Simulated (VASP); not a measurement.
# Be (P4/mmm) in VASP: further runs

The runs below take Be through single point, with revPBE, BLYP, r2SCAN.

Program: VASP 6.6.1. These are calculated values, not measurements. Logs are shortened: lines on timing, memory, paths and dates and some standing lists are left out, and cuts for length are marked.

### Step 1. The cell of the first run

The structure is tetragonal, space group P4/mmm (No. 123). Conventional cell: a = 2.233 Å, b = 2.233 Å, c = 2.066 Å, α = 90.00°, β = 90.00°, γ = 90.00°. Be (site symmetry 4/mmm) has 6 Be at 2.07 to 2.23 Å within 2.7 Å.

### Step 2. Single point, revPBE

Input file INCAR:

```
PREC     = Accurate       # precision mode
ENCUT    = 520            # plane-wave cutoff, eV
EDIFF    = 1E-6           # SCF threshold, eV
ISMEAR   = -1             # smearing method
SIGMA    = 0.05           # smearing width, eV
LREAL    = F              # projectors in reciprocal space
LASPH    = T              # aspherical terms in the spheres
NELM     = 100            # most SCF steps
ALGO     = Normal         # electronic algorithm
ISIF     = 2              # what is computed and relaxed
LWAVE    = F              # write WAVECAR
LCHARG   = T              # write CHGCAR
GGA      = RE             # functional
LELF     = T              # ELF
LVHAR    = T            
NBANDS   = 7              # bands
```

Input file KPOINTS:

```
Automatic mesh
0
Gamma
  12 12 13
```

Input file POSCAR:

```
Be
1.0
    2.2327400000      0.0000000000      0.0000000000
    0.0000000000      2.2327400000      0.0000000000
    0.0000000000      0.0000000000      2.0656500000
Be
1
Direct
    0.5000000000      0.5000000000      0.0000000000
```

Potentials or basis: VASP PAW PBE potentials, release 64 (Be).

The run is started by

```sh
$ cat potpaw_PBE.64/Be/POTCAR > POTCAR
$ mpirun -np 1 vasp_std > vasp.out
```

OUTCAR:

```text
PREC = Accurate
   ENCUT = 520
   EDIFF = 1E-6
   ISMEAR = -1
   LREAL = F
   LASPH = T
   NELM = 100
   ISIF = 2
   GGA = RE

 ion  position               nearest neighbor table
   1  0.500  0.500  0.000-

  LATTYP: Found a simple tetragonal cell.
 ALAT       =     2.2327400000
 C/A-ratio  =     0.9251637002

  Lattice vectors:

 A1 = (   2.2327400000,   0.0000000000,   0.0000000000)
 A2 = (   0.0000000000,   2.2327400000,   0.0000000000)
 A3 = (   0.0000000000,   0.0000000000,   2.0656500000)

Analysis of symmetry for initial positions (statically):
=====================================================================
 Subroutine PRICEL returns:
 Original cell was already a primitive cell.

 Routine SETGRP: Setting up the symmetry group for a
 simple tetragonal supercell.

 Subroutine GETGRP returns: Found 16 space group operations
 (whereof 16 operations were pure point group operations)
 out of a pool of 16 trial point group operations.

The static configuration has the point symmetry D_4h.

Analysis of symmetry for dynamics (positions and initial velocities):
=====================================================================
 Subroutine PRICEL returns:
 Original cell was already a primitive cell.

 Routine SETGRP: Setting up the symmetry group for a
 simple tetragonal supercell.

 Subroutine GETGRP returns: Found 16 space group operations
 (whereof 16 operations were pure point group operations)
 out of a pool of 16 trial point group operations.

The dynamic configuration has the point symmetry D_4h.

 Subroutine INISYM returns: Found 16 space group operations
 (whereof 16 operations are pure point group operations),
 and found     1 'primitive' translations

----------------------------------------------------------------------------------------

                                     Primitive cell

  volume of cell :      10.2975

  direct lattice vectors                    reciprocal lattice vectors
     2.232740000  0.000000000  0.000000000     0.447880183  0.000000000  0.000000000
     0.000000000  2.232740000  0.000000000     0.000000000  0.447880183  0.000000000
     0.000000000  0.000000000  2.065650000     0.000000000  0.000000000  0.484109118

  length of vectors
     2.232740000  2.232740000  2.065650000     0.447880183  0.447880183  0.484109118

  position of ions in fractional coordinates (direct lattice)
     0.500000000  0.500000000  0.000000000

  ion indices of the primitive-cell ions
   primitive index   ion index
                 1           1

----------------------------------------------------------------------------------------

 KPOINTS: Automatic mesh

Automatic generation of k-mesh.
 Grid dimensions read from file:
 generate k-points for:   12   12   13

 Generating k-lattice:

  Cartesian coordinates                     Fractional coordinates (reciprocal lattice)
     0.037323349  0.000000000  0.000000000     0.083333333  0.000000000  0.000000000
     0.000000000  0.037323349  0.000000000     0.000000000  0.083333333  0.000000000
     0.000000000  0.000000000  0.037239163     0.000000000  0.000000000  0.076923077

  Length of vectors
     0.037323349  0.037323349  0.037239163

  Shift w.r.t. Gamma in fractional coordinates (k-lattice)
     0.000000000  0.000000000  0.000000000

 Subroutine IBZKPT returns following result:
 ===========================================

 Found    196 irreducible k-points:

 Following reciprocal coordinates:
            Coordinates               Weight
  0.000000  0.000000  0.000000      1.000000
  0.083333  0.000000  0.000000      4.000000
  0.166667  0.000000  0.000000      4.000000
  0.250000  0.000000  0.000000      4.000000
  0.333333  0.000000  0.000000      4.000000
  0.416667  0.000000  0.000000      4.000000
[... 16 lines left out ...]
  0.333333  0.333333  0.000000      4.000000
  0.416667  0.333333  0.000000      8.000000
 [... further k-points ...]
   k-points           NKPTS =    196   k-points in BZ     NKDIM =    196   number of bands    NBANDS=      7
   number of dos      NEDOS =    301   number of ions     NIONS =      1
   total plane-waves  NPLWV =   5184
   dimension x,y,z NGX =    18 NGY =   18 NGZ =   16
   dimension x,y,z NGXF=    36 NGYF=   36 NGZF=   32
   ions per type =               1
   NGX,Y,Z   is equivalent  to a cutoff of  13.40, 13.40, 12.88 a.u.
   NGXF,Y,Z  is equivalent  to a cutoff of  26.80, 26.80, 25.75 a.u.
 SYSTEM =  unknown system
   PREC   = accura    normal or accurate (medium, high low for compatibility)
   ISTART =      0    job   : 0-new  1-cont  2-samecut
   ICHARG =      2    charge: 1-file 2-atom 10-const
   ISPIN  =      1    spin polarized calculation?
   LNONCOLLINEAR =      F non collinear calculations
   LSORBIT =      F    spin-orbit coupling
   LASPH  =      T    aspherical Exc in radial PAW
   ENCUT  =  520.0 eV  38.22 Ry    6.18 a.u.   4.15  4.15  3.84*2*pi/ulx,y,z
   NELM   =    100;   NELMIN=  2; NELMDL= -5     # of ELM steps
   EDIFF  = 0.1E-05   stopping-criterion for ELM
   LREAL  =      F    real-space projection
   EDIFFG = 0.1E-04   stopping-criterion for IOM
   NSW    =      0    number of steps for IOM
   IBRION =     -1    ionic relax: 0-MD 1-quasi-New 2-CG
   NFREE  =      0    steps in history (QN), initial steepest desc. (CG)
   ISIF   =      2    stress and relaxation
   ISYM   =      2    0-nonsym 1-usesym 2-fastsym
   POTIM  = 0.5000    time-step for ionic-motion
   TEBEG  =    0.0;   TEEND  =   0.0 temperature during run
   PSTRESS=    0.0 pullay stress
   NELECT =       2.0000    total number of electrons
   NUPDOWN=      -1.0000    fix difference up-down
   EMIN   =  10.00;   EMAX   =-10.00  energy-range for DOS
   EFERMI =   0.00;   METHOD = LEGACY
   ISMEAR =    -1;   SIGMA  =   0.05  broadening in eV -4-tet -1-fermi 0-gaus
   EFERMI_NEDOS =   21; number of points for ismear=-14 and -15
   IALGO  =     38    algorithm
   IMIX   =      4    mixing-type and parameters
     AMIX     =   0.40;   BMIX     =  1.00
     AMIX_MAG =   1.60;   BMIX_MAG =  1.00
  volume/ion in A,a.u.               =      10.30        69.49
  Fermi-wavevector in a.u.,A,eV,Ry     =   0.948070  1.791593 12.229420  0.898837
  Thomas-Fermi vector in A             =   2.076224
   LORBIT       =      0    0 simple, 1 ext, 2 COOP (PROOUT), +10 PAW based schemes
   GGA     = RE    functional components
   LHFCALC =     F    Hartree Fock is set to
   AEXX    =    0.0000 exact exchange contribution
   IVDW    =     0    specifies the selected vdW correction
   LEPSILON=     F    determine dielectric tensor
   LRPA    =     F    only Hartree local field effects (RPA)
 non-spin polarized calculation
  energy-cutoff  :      520.00
  volume of cell :       10.30
 maximum number of plane-waves:       292
 NGX is ok and might be reduce to    18
   NGX =  9   NGY =  9   NGZ =  7

 number of electron       2.0000000 magnetization

 Free energy of the ion-electron system (eV)
  ---------------------------------------------------
  ext. energy  EPLUGINS =         0.00000000
  ---------------------------------------------------
  free energy    TOTEN  =        -2.57466184 eV

  energy without entropy =       -2.57086020  energy(sigma->0) =       -2.57276102

 E-fermi :   4.7421     XC(G=0):  -9.7408

 val. band max:        4.7395458249   @ k =   0.5000   0.4167   0.0000
 cond. band min:       4.8079480508   @ k =   0.5000   0.2500   0.3077
 fundamental gap:      0.0684022259
 Fermi energy:         4.7421180904

 k-point     1 :       0.0000    0.0000    0.0000
  band No.  band energies     occupation
      1      -4.8640      2.00000
      2      17.1615      0.00000
      3      17.1615      0.00000
      4      21.1473      0.00000
      5      22.5893      0.00000
      6      24.7630      0.00000
      7      33.3817      0.00000

 k-point     2 :       0.0833    0.0000    0.0000
  band No.  band energies     occupation
      1      -4.6993      2.00000
      2      15.2139      0.00000
      3      17.3226      0.00000
      4      21.2988      0.00000
      5      23.8165      0.00000
      6      25.9820      0.00000
      7      33.1738      0.00000

 k-point     3 :       0.1667    0.0000    0.0000
  band No.  band energies     occupation
      1      -4.2066      2.00000
      2      12.0445      0.00000
      3      17.7932      0.00000
      4      21.7393      0.00000
      5      24.7075      0.00000
      6      29.6919      0.00000
      7      32.6301      0.00000

 k-point     4 :       0.2500    0.0000    0.0000
  band No.  band energies     occupation
      1      -3.3911      2.00000
      2       8.9633      0.00000
      3      18.5280      0.00000
      4      22.4194      0.00000
      5      25.6623      0.00000
      6      31.7909      0.00000
      7      34.0963      0.00000

 k-point     5 :       0.3333    0.0000    0.0000
  band No.  band energies     occupation
      1      -2.2692      2.00000
      2       6.1833      0.00000
      3      19.4201      0.00000
      4      23.2285      0.00000
      5      26.8611      0.00000
      6      31.0478      0.00000
      7      34.0943      0.00000
[... 161 lines left out ...]
 k-point    22 :       0.5000    0.2500    0.0000
  band No.  band energies     occupation
      1       1.7493      2.00000
      2       3.4713      2.00000
      3      14.9103      0.00000
      4      17.8520      0.00000
      5      25.3429      0.00000
      6      36.4099      0.00000
      7      38.0089      0.00000

 k-point    23 :       0.3333    0.3333    0.0000
  band No.  band energies     occupation
      1       0.3871      2.00000
      2       6.6357      0.00000
      3      11.8048      0.00000
      4      18.4713      0.00000
      5      25.1240      0.00000
      6      36.3991      0.00000
      7      39.9656      0.00000

 k-point    24 :       0.4167    0.3333    0.0000
  band No.  band energies     occupation
      1       1.7879      2.00000
      2       5.3708      0.00001
      3      12.1050      0.00000
      4      16.0080      0.00000
      5      25.7487      0.00000
      6      37.2777      0.00000
      7      39.8500      0.00000

 [... further k-points ...]
[... 5 lines left out ...]
  --------------------------------------------------------------------------------------
  -------------------------------------------------------------------------------------
  Total        0.1312614      0.1312614      0.0884355      0.0000000     -0.0000000      0.0000000
  in kB       20.4227635     20.4227635     13.7595412      0.0000000     -0.0000000      0.0000000
  external PRESSURE =      18.2016894 kB  Pullay stress =       0.0000000 kB

 VOLUME and BASIS-vectors are now :
 -----------------------------------------------------------------------------
  energy-cutoff  :      520.00
  volume of cell :       10.30
      direct lattice vectors                 reciprocal lattice vectors
     2.232740000  0.000000000  0.000000000     0.447880183  0.000000000  0.000000000
     0.000000000  2.232740000  0.000000000     0.000000000  0.447880183  0.000000000
     0.000000000  0.000000000  2.065650000     0.000000000  0.000000000  0.484109118

 POSITION                                       TOTAL-FORCE (eV/Angst)
 -----------------------------------------------------------------------------------
      1.11637      1.11637      0.00000         0.000000      0.000000      0.000000
 -----------------------------------------------------------------------------------
    total drift:                               -0.000000     -0.000000     -0.000000

  FREE ENERGIE OF THE ION-ELECTRON SYSTEM (eV)
  ---------------------------------------------------
  free  energy   TOTEN  =        -2.5746618390 eV

  energy  without entropy=       -2.5708602002  energy(sigma->0) =       -2.57276102
```

It took 10 s on 1 thread of Intel Xeon 8259CL, shared host; peak memory 0.12 GiB.

What came out:

| Quantity | Value |
| --- | --- |
| Free energy | -2.5747 eV |
| Pressure | 1.8 GPa |
| Band gap on the k mesh | zero (band 1 reaches 9.42 eV, above the bottom of band 2 at 2.52 eV) |

Stress tensor (GPa, compression positive):
```
2.04 0.00 0.00
0.00 2.04 0.00
0.00 0.00 1.38
```

Caveat: the PAW data sets were made with another functional, which shifts forces and pressure a little.

### Step 3. Single point, BLYP

Input file INCAR:

```
SYSTEM = Be
  PREC = Accurate
  ENCUT = 520
  EDIFF = 1E-6
  ISMEAR = -1
  SIGMA = 0.05
  LREAL = .FALSE.
  LASPH = .TRUE.
  NELM = 80
  ALGO = Fast
  ISIF = 2
  LWAVE = .FALSE.
  LCHARG = .TRUE.
  GGA = B5
  ALDAX = 1.0
  AGGAX = 1.0
  AGGAC = 1.0
  ALDAC = 0.0
  LELF = .TRUE.
  LVHAR = .TRUE.
  NBANDS = 7
```

Input file KPOINTS:

```
regular mesh
0
G
  12 12 13
  0 0 0
```

POSCAR is that of step 2.

Potentials or basis: VASP PAW PBE potentials, release 64 (Be).

The run is started by

```sh
$ cat potpaw_PBE.64/Be/POTCAR > POTCAR
$ mpirun -np 1 vasp_std > vasp.out
```

Wall time 15 s (1 thread of Intel Xeon 8259CL, shared host); peak memory 0.12 GiB.

It converged, with:

```
Free energy            : -2.1670 eV
Pressure               : 1.9 GPa
Band gap on the k mesh : zero (band 1 reaches 9.58 eV, above the bottom of band 2 at 2.85 eV)
```

Stress tensor (GPa, compression positive):
```
 5.65  0.00  0.00
 0.00  5.65  0.00
 0.00  0.00 -5.64
```

Levels at points of the mesh, in eV from the Fermi level:
| k point | band 1 | band 2 | band 3 | band 4 | band 5 |
| --- | --- | --- | --- | --- | --- |
| (0.00, 0.00, 0.00) | -9.44 | 12.16 | 12.16 | 16.05 | 18.03 |
| (0.50, 0.00, 0.00) | -4.53 | -2.22 | 15.40 | 18.96 | 24.74 |
| (0.50, 0.50, 0.00) | 0.23 | 0.23 | 5.96 | 6.72 | 21.35 |

Caveat: the PAW data sets were made with another functional, which shifts forces and pressure a little.

### Step 4. Single point, r2SCAN

POSCAR is that of step 3.

Input file INCAR.step1:

```
  PREC = Accurate
  ENCUT = 520
  ISMEAR = -1
  SIGMA = 0.05
  LREAL = F
  LASPH = T
  NELM = 60
  NBANDS = 7
  GGA = PE
  ALGO = Normal
  EDIFF = 1E-4
  LWAVE = T
  LCHARG = F
```

Input file INCAR.step2:

```
  PREC = Accurate
  ENCUT = 520
  EDIFF = 1E-6
  ISMEAR = -1
  SIGMA = 0.05
  LREAL = F
  LASPH = T
  NELM = 60
  ALGO = Normal
  ISIF = 2
  LWAVE = F
  LCHARG = T
  METAGGA = R2SCAN
  LMIXTAU = T
  LELF = T
  LVHAR = T
  NBANDS = 7
  ISTART = 1
```

Input file KPOINTS:

```
Automatic mesh
0
Gamma
  12 12 13
```

The run is started by

```sh
$ cat potpaw_PBE.64/Be/POTCAR > POTCAR
$ cp INCAR.step1 INCAR
$ mpirun -np 1 vasp_std > vasp.out
$ cp INCAR.step2 INCAR
$ mpirun -np 1 vasp_std > vasp.out
```

Wall time 53 s (1 thread of Intel Xeon 8259CL, shared host); peak memory 0.12 GiB.

The run converged. Its results:

- Free energy: -3.2746 eV
- Pressure: 0.0 GPa
- Band gap on the k mesh: zero (band 1 reaches 9.89 eV, above the bottom of band 2 at 2.36 eV)

Stress tensor (GPa, compression positive):
```
-0.35  0.00  0.00
 0.00 -0.35  0.00
 0.00  0.00  0.81
```

Levels at points of the mesh, in eV from the Fermi level:
```csv
k point,band 1,band 2,band 3,band 4,band 5
"(0.00, 0.00, 0.00)",-10.41,13.44,13.44,17.64,18.87
"(0.50, 0.00, 0.00)",-5.10,-2.40,17.19,20.99,26.22
"(0.50, 0.50, 0.00)",0.37,0.37,6.27,6.62,23.72
```

Caveat: the PAW data sets were made with another functional, which shifts forces and pressure a little.

### Step 5. The runs side by side

| level | gap on the mesh (eV) | pressure (GPa) |
| --- | --- | --- |
| revPBE | none | 1.8 |
| BLYP | none | 1.9 |
| r2SCAN | none | 0.0 |

Alike in all rows: task single point; potentials or basis VASP PAW PBE potentials, release 64 (Be); no spin polarisation; cell as given; k mesh 12 × 12 × 13; cutoff (eV) 520; smearing fermi-dirac 0.05 eV.

Every run on the cell as given and a fine mesh finds a metal. The pressure there spans 0.0 GPa (r2SCAN) to 1.9 GPa (BLYP); a positive pressure means that this level wants a larger cell, a negative one a smaller.

Caveats: the PAW data sets were made with another functional, which shifts forces and pressure a little.

Absolute energies hang on the potentials; compare differences alone.
